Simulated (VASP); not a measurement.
# Al (Im-3m) in VASP: further runs, part 2 of 2

VASP 6.6.1. Earlier steps stand in the parts before.

## Step 4: Single point, BLYP (volume scaled by 1.12)

File INCAR:

```
SYSTEM = Al
AGGAC = 1.0 ; AGGAX = 1.0
ALDAC = 0.0 ; ALDAX = 1.0
ALGO = Normal ; EDIFF = 1E-7
ENCUT = 520 ; GGA = B5
ISIF = 2 ; ISMEAR = -1
LASPH = .TRUE. ; LCHARG = .FALSE.
LREAL = .FALSE. ; LWAVE = .FALSE.
NBANDS = 8 ; NELM = 100
PREC = Accurate ; SIGMA = 0.1
```

File KPOINTS:

```
k-points
0
G
  15 15 15
  0 0 0
```

File POSCAR:

```
Al
1.0
   -1.7205189719      1.7205189719      1.7205189719
    1.7205189719     -1.7205189719      1.7205189719
    1.7205189719      1.7205189719     -1.7205189719
Al
1
Direct
    0.0000000000      0.0000000000      0.0000000000
```

Potentials or basis: VASP PAW PBE potentials, release 64 (Al).

Run with:

```
cat potpaw_PBE.64/Al/POTCAR > POTCAR
mpirun -np 1 vasp_std > vasp.out
```

OUTCAR:

```text
SYSTEM = Al
   EDIFF = 1E-7
   ENCUT = 520
   GGA = B5
   ISIF = 2
   ISMEAR = -1
   LASPH = .TRUE.
   LREAL = .FALSE.
   NELM = 100
   PREC = Accurate

 ion  position               nearest neighbor table
   1  0.000  0.000  0.000-

  LATTYP: Found a body centered cubic cell.
 ALAT       =     3.4410379438

  Lattice vectors:

 A1 = (  -1.7205189719,   1.7205189719,   1.7205189719)
 A2 = (   1.7205189719,  -1.7205189719,   1.7205189719)
 A3 = (   1.7205189719,   1.7205189719,  -1.7205189719)

Analysis of symmetry for initial positions (statically):
=====================================================================
 Subroutine PRICEL returns:
 Original cell was already a primitive cell.

 Routine SETGRP: Setting up the symmetry group for a
 body centered cubic supercell.

 Subroutine GETGRP returns: Found 48 space group operations
 (whereof 48 operations were pure point group operations)
 out of a pool of 48 trial point group operations.

The static configuration has the point symmetry O_h .

Analysis of symmetry for dynamics (positions and initial velocities):
=====================================================================
 Subroutine PRICEL returns:
 Original cell was already a primitive cell.

 Routine SETGRP: Setting up the symmetry group for a
 body centered cubic supercell.

 Subroutine GETGRP returns: Found 48 space group operations
 (whereof 48 operations were pure point group operations)
 out of a pool of 48 trial point group operations.

The dynamic configuration has the point symmetry O_h .

 Subroutine INISYM returns: Found 48 space group operations
 (whereof 48 operations are pure point group operations),
 and found     1 'primitive' translations

----------------------------------------------------------------------------------------

                                     Primitive cell

  volume of cell :      20.3722

[... 101 lines left out ...]
   ISMEAR =    -1;   SIGMA  =   0.10  broadening in eV -4-tet -1-fermi 0-gaus
   EFERMI_NEDOS =   21; number of points for ismear=-14 and -15
   IALGO  =     38    algorithm
   IMIX   =      4    mixing-type and parameters
     AMIX     =   0.40;   BMIX     =  1.00
     AMIX_MAG =   1.60;   BMIX_MAG =  1.00
  volume/ion in A,a.u.               =      20.37       137.48
  Fermi-wavevector in a.u.,A,eV,Ry     =   0.864508  1.633684 10.168647  0.747374
  Thomas-Fermi vector in A             =   1.982615
   LORBIT       =      0    0 simple, 1 ext, 2 COOP (PROOUT), +10 PAW based schemes
   GGA     = B5    functional components
   LHFCALC =     F    Hartree Fock is set to
   AEXX    =    0.0000 exact exchange contribution
   IVDW    =     0    specifies the selected vdW correction
   LEPSILON=     F    determine dielectric tensor
   LRPA    =     F    only Hartree local field effects (RPA)
 non-spin polarized calculation
  energy-cutoff  :      520.00
  volume of cell :       20.37
 maximum number of plane-waves:       567
 NGX is ok and might be reduce to    24
   NGX = 11   NGY = 11   NGZ = 11

 number of electron       3.0000000 magnetization

 Free energy of the ion-electron system (eV)
  ---------------------------------------------------
  ext. energy  EPLUGINS =         0.00000000
  ---------------------------------------------------
  free energy    TOTEN  =        -2.59896327 eV

  energy without entropy =       -2.58265399  energy(sigma->0) =       -2.59080863

 E-fermi :   6.3730     XC(G=0):  -8.9053

 val. band max:        6.3450095330   @ k =  -0.3333  -0.4667   0.1333
 cond. band min:       6.3739125377   @ k =  -0.4000   0.4000   0.2000
 fundamental gap:      0.0289030046
 Fermi energy:         6.3730317096

 k-point     1 :       0.0000    0.0000    0.0000
  band No.  band energies     occupation
      1      -3.2978      2.00000
      2      18.0016      0.00000
      3      18.0016      0.00000
      4      18.0016      0.00000
      5      18.4034      0.00000
      6      18.4034      0.00000
      7      18.4034      0.00000
      8      21.3456      0.00000
[... 243 lines left out ...]
 k-point    24 :       0.4000    0.2000    0.0000
  band No.  band energies     occupation
      1       3.4190      2.00000
      2       3.6684      2.00000
      3       8.2452      0.00000
      4      12.7836      0.00000
      5      17.7418      0.00000
      6      20.6787      0.00000
      7      22.3363      0.00000
      8      23.6780      0.00000

 [... further k-points ...]
[... 5 lines left out ...]
  --------------------------------------------------------------------------------------
  -------------------------------------------------------------------------------------
  Total       -0.5101118     -0.5101118     -0.5101118     -0.0000000     -0.0000000      0.0000000
  in kB      -40.1178384    -40.1178384    -40.1178384     -0.0000000     -0.0000000      0.0000000
  external PRESSURE =     -40.1178384 kB  Pullay stress =       0.0000000 kB

 VOLUME and BASIS-vectors are now :
 -----------------------------------------------------------------------------
  energy-cutoff  :      520.00
  volume of cell :       20.37
      direct lattice vectors                 reciprocal lattice vectors
    -1.720518972  1.720518972  1.720518972     0.000000000  0.290609989  0.290609989
     1.720518972 -1.720518972  1.720518972     0.290609989  0.000000000  0.290609989
     1.720518972  1.720518972 -1.720518972     0.290609989  0.290609989  0.000000000

 POSITION                                       TOTAL-FORCE (eV/Angst)
 -----------------------------------------------------------------------------------
      0.00000      0.00000      0.00000         0.000000     -0.000000      0.000000
 -----------------------------------------------------------------------------------
    total drift:                               -0.000000      0.000000      0.000000

  FREE ENERGIE OF THE ION-ELECTRON SYSTEM (eV)
  ---------------------------------------------------
  free  energy   TOTEN  =        -2.5989632655 eV

  energy  without entropy=       -2.5826539930  energy(sigma->0) =       -2.59080863
```

OSZICAR:

```text
N       E                     dE             d eps       ncg     rms          rms(c)
DAV:   1    -0.141355244492E+01   -0.14136E+01   -0.76782E+02  1920   0.194E+02
DAV:   2    -0.259537788112E+01   -0.11818E+01   -0.11146E+01  2808   0.164E+01
DAV:   3    -0.260282315401E+01   -0.74453E-02   -0.74403E-02  2440   0.143E+00
DAV:   4    -0.260284175841E+01   -0.18604E-04   -0.18605E-04  2768   0.669E-02
DAV:   5    -0.260284186364E+01   -0.10523E-06   -0.10455E-06  2472   0.361E-03    0.608E-01
DAV:   6    -0.260021570073E+01    0.26262E-02   -0.14493E-03  2280   0.204E-01    0.386E-01
DAV:   7    -0.259891353708E+01    0.13022E-02   -0.45451E-03  2128   0.367E-01    0.363E-02
DAV:   8    -0.259896009785E+01   -0.46561E-04   -0.92498E-05  2992   0.566E-02    0.883E-03
DAV:   9    -0.259896362982E+01   -0.35320E-05   -0.43152E-06  2384   0.121E-02    0.201E-03
DAV:  10    -0.259896331870E+01    0.31113E-06   -0.60839E-08  2584   0.152E-03    0.486E-04
DAV:  11    -0.259896326547E+01    0.53224E-07   -0.37789E-08  1248   0.106E-03
   1 F= -.25989633E+01 E0= -.25908086E+01  d E =-.163093E-01
```

stdout:

```text
POSCAR found type information on POSCAR Al
 POSCAR found :  1 types and       1 ions
 scaLAPACK will be used
 -----------------------------------------------------------------------------
|                                                                             |
|                                                                             |
|     You enforced a specific xc type in the INCAR file but a different       |
|     I HOPE YOU KNOW WHAT YOU ARE DOING!                                     |
|                                                                             |
 -----------------------------------------------------------------------------

 LDA part: xc-table for (Slater(with rela. corr.)+VWN5), standard interpolation
 POSCAR, INCAR and KPOINTS ok, starting setup
 FFT: planning ... GRIDC
 FFT: planning ... GRID_SOFT
 FFT: planning ... GRID
 WAVECAR not read
 entering main loop
```

Run time: 13 s. Hardware: 1 thread of AMD EPYC 9R45 (Zen 5), shared host; peak memory 0.11 GiB.

What came out:

| Property | Result |
| --- | --- |
| Free energy | -2.5990 eV |
| Pressure | -4.0 GPa |

Caveat: the cell differs from its parent crystal (volume scaled by 1.12); the PAW data sets were made with another functional, which shifts forces and pressure a little.

## Step 5: Relaxation of cell and atoms, BLYP

This run uses another cell than the first one, of 16.60 Å³/atom, 0.878 times its volume.

File INCAR:

```
SYSTEM = Al
AGGAC    = 1.0          
AGGAX    = 1.0          
ALDAC    = 0.0          
ALDAX    = 1.0          
ALGO     = Normal         ! electronic algorithm
EDIFF    = 1E-7           ! SCF threshold, eV
EDIFFG   = -0.01          ! ionic threshold
ENCUT    = 600            ! plane-wave cutoff, eV
GGA      = B5             ! functional
IBRION   = 2              ! ionic algorithm
ISIF     = 3              ! what is computed and relaxed
ISMEAR   = -1             ! smearing method
LASPH    = .True.         ! aspherical terms in the spheres
LCHARG   = .False.        ! write CHGCAR
LREAL    = .False.        ! projectors in reciprocal space
LWAVE    = .False.        ! write WAVECAR
NELM     = 80             ! most SCF steps
NSW      = 80             ! ionic steps
PREC     = Accurate       ! precision mode
SIGMA    = 0.1            ! smearing width, eV
```

File KPOINTS:

```
k-points
0
Gamma
  14 14 14
  0 0 0
```

File POSCAR:

```
Al
1.0
   -1.6070768880      1.6070768880      1.6070768880
    1.6070768880     -1.6070768880      1.6070768880
    1.6070768880      1.6070768880     -1.6070768880
Al
1
Direct
    0.0000000000      0.0000000000      0.0000000000
```

Run with:

```
cat potpaw_PBE.64/Al/POTCAR > POTCAR
mpirun -np 1 vasp_std > vasp.out
```

It took 19 s on 1 thread of AMD EPYC 9R45 (Zen 5), shared host; peak memory 0.11 GiB.

The run converged. Its results:

```yaml
Free_energy: -2.6339 eV
Relaxed_volume: 18.23 Å³/atom
Relaxed_cell: a = 2.872 Å, b = 2.872 Å, c = 2.872 Å, α = 109.47°, β = 109.47°, γ = 109.47°
Space_group_after_relaxing_to_0.05_Å: Im-3m (No. 229)
Energy_gained_by_relaxing: 26.0 meV/atom
Ionic_steps: 3
Pressure_after_relaxing: 0.0 GPa
```

Step by step:
```csv
step,energy change (eV),largest force (eV/Å),pressure (GPa),volume (Å³)
1,0.0000,0.0000,5.59,16.60
2,-0.0256,0.0000,0.52,18.03
3,-0.0260,0.0000,-0.02,18.23
```

Final structure:
```yaml
crystal:
  lattice:
    - [-1.65803, 1.65803, 1.65803]
    - [1.65803, -1.65803, 1.65803]
    - [1.65803, 1.65803, -1.65803]
  atoms:
    - { symbol: Al, position: [0.00000, 0.00000, 0.00000] }
```

Levels at points of the mesh, in eV from the Fermi level:
| k point | band 1 | band 2 | band 3 | band 4 |
| --- | --- | --- | --- | --- |
| (0.00, 0.00, 0.00) | -10.41 | 12.61 | 12.61 | 12.61 |
| (0.50, 0.00, 0.00) | -3.85 | -3.80 | 7.27 | 8.10 |
| (0.50, 0.50, 0.50) | 1.67 | 1.67 | 1.67 | 3.38 |

Caveat: the PAW data sets were made with another functional, which shifts forces and pressure a little.

## Step 6: Single point, BLYP

This run uses another cell than the first one, of 18.19 Å³/atom, 0.962 times its volume.

File INCAR:

```
PREC = Accurate
ENCUT = 520
EDIFF = 1E-7
ISMEAR = -1
SIGMA = 0.1
LREAL = F
LASPH = T
NELM = 100
ALGO = Normal
ISIF = 2
LWAVE = F
LCHARG = F
GGA = B5
ALDAX = 1.0
AGGAX = 1.0
AGGAC = 1.0
ALDAC = 0.0
NBANDS = 8
```

File KPOINTS:

```
Automatic mesh
0
Gamma
  22 22 22
```

File POSCAR:

```
Al
1.0
   -1.6567365684      1.6567365684      1.6567365684
    1.6567365684     -1.6567365684      1.6567365684
    1.6567365684      1.6567365684     -1.6567365684
Al
1
Direct
    0.0000000000      0.0000000000      0.0000000000
```

Potentials or basis: VASP PAW PBE potentials, release 64 (Al).

Run with:

```
cat potpaw_PBE.64/Al/POTCAR > POTCAR
mpirun -np 1 vasp_std > vasp.out
```

Wall time 28 s (1 thread of AMD EPYC 9R45 (Zen 5), shared host); peak memory 0.13 GiB.

It converged, with:

| Property | Result |
| --- | --- |
| Free energy | -2.6287 eV |
| Pressure | 0.0 GPa |

Levels at points of the mesh, in eV from the Fermi level:
```csv
k point,band 1,band 2,band 3,band 4
"(0.00, 0.00, 0.00)",-10.43,12.62,12.62,12.62
"(0.50, 0.00, 0.00)",-3.86,-3.81,7.28,8.10
"(0.50, 0.50, 0.50)",1.67,1.67,1.67,3.36
```

Caveat: the PAW data sets were made with another functional, which shifts forces and pressure a little.

## Step 7: Overview

| task | cell | k mesh | cutoff (eV) | gap on the mesh (eV) | pressure (GPa) |
| --- | --- | --- | --- | --- | --- |
| single point | a = 2.907 Å, angles 109.5°, 1 atom | 15 × 15 × 15 | 520 | none | -1.6 |
| single point | a = 2.944 Å, angles 109.5°, 1 atom | 15 × 15 × 15 | 520 | none | -3.0 |
| single point | a = 2.980 Å, angles 109.5°, 1 atom | 15 × 15 × 15 | 520 | none | -4.0 |
| relaxation of cell and atoms | relaxed from a = 2.784 Å, angles 109.5°, 1 atom | 14 × 14 × 14 | 600 | none | 0.0 |
| single point | a = 2.870 Å, angles 109.5°, 1 atom | 22 × 22 × 22 | 520 | none | 0.0 |

Alike in all rows: level BLYP; potentials or basis VASP PAW PBE potentials, release 64 (Al); no spin polarisation; smearing fermi-dirac 0.1 eV.

Caveats: the PAW data sets were made with another functional, which shifts forces and pressure a little.

Total energies depend on the potentials used, so only differences within one code and one set of settings carry meaning.
